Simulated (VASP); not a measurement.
Set up this calculation in VASP 6.6.1, as the native input.

```yaml
Task: single point
Functional: PBE
Potentials_or_basis: VASP PAW PBE potentials, release 64 (In_d, Ga_d, O)
Cutoff: 520 eV
k_mesh: 4 × 4 × 4
Occupations: gaussian, width 0.1 eV
Spin: no spin polarisation
Dipole_correction: no
Further_INCAR_settings: ALGO = Normal; EDIFF = 1e-06; NBANDS = 30
```

The structure of InGa2O lies in POSCAR:

```
InGa2O
1.0
    3.8060313100      0.0000000000      0.0000000000
    0.0000000000      3.8060313100      0.0000000000
    0.0000000000      0.0000000000      5.4573009700
In Ga O
1 2 1
Direct
    0.5000000000      0.5000000000      0.5000000000
    0.0000000000      0.5000000000      0.2462099900
    0.5000000000      0.0000000000      0.7537900100
    0.0000000000      0.0000000000      0.0000000000
```

The input as run:

INCAR

```
PREC = Accurate
ENCUT = 520
EDIFF = 1E-6
ISMEAR = 0
SIGMA = 0.1
LREAL = F
LASPH = T
NELM = 80
ALGO = Normal
ISIF = 2
LWAVE = F
LCHARG = T
GGA = PE
LELF = T
LVHAR = T
NBANDS = 30
```

KPOINTS

```
Automatic mesh
0
Gamma
  4 4 4
```

Potentials or basis: VASP PAW PBE potentials, release 64 (In_d, Ga_d, O).

Command:

```sh
$ cat potpaw_PBE.64/In_d/POTCAR potpaw_PBE.64/Ga_d/POTCAR potpaw_PBE.64/O/POTCAR > POTCAR
$ mpirun -np 1 vasp_std > vasp.out
```

It gave:

```yaml
Pressure: 9.7 GPa
Largest_force: 4.457 eV/Å
```

Caveat: the k points lie up to 0.41 Å⁻¹ apart; an odd number of electrons without spin polarisation forces a metal; a magnetic or distorted state may lie lower.

Wall time 20 s on 1 thread of AMD EPYC 9R45 96-Core Processor (Zen 5) (shared host), peak memory 0.16 GiB.
